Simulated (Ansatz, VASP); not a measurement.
# One calculation of BaTiO3, two programs

```
Ba Ti O
1.0
     4.01049    0.00000    0.00000
     0.00000    2.85584    2.86465
     0.00000   -2.85584    2.86465
Ba Ti O
1 1 3
Direct
  0.00000 0.00000 0.00000
  0.50000 0.50790 0.50790
  0.00000 0.49210 0.49210
  0.50000 0.50251 0.99371
  0.50000 0.99371 0.50251
```

Change from the starting cell: volume scaled by 1.02.

Alike in both runs: task single point; functional PBEsol; k mesh 8 × 8 × 8; occupations fermi-dirac, width 0.05 eV; no spin polarisation.

|  | VASP | Ansatz |
| --- | --- | --- |
| version | VASP 6.6.1 | Ansatz 0.2.0 |
| potentials or method | VASP PAW PBE potentials, release 64 (Ba_sv, Ti_sv, O), cutoff 520 eV | all-electron LAPW, scalar-relativistic |

Ansatz gave:

- pressure (GPa): -7.3
- traceless stress, the component that is largest in VASP (GPa): -0.63
- rms of the force components (eV/Å): 0.124

Question: What did VASP give for the same quantities?

Answer: Pressure (GPa): -5.7; traceless stress, the component that is largest in VASP (GPa): -0.64; rms of the force components (eV/Å): 0.118.

VASP's potentials were made for PBE, not for PBEsol. Atom by atom the forces differ by 0.008 eV/Å (rms over components). Ansatz ran all-electron here, and VASP with PAW potentials.

Neither program's run includes spin-orbit coupling.
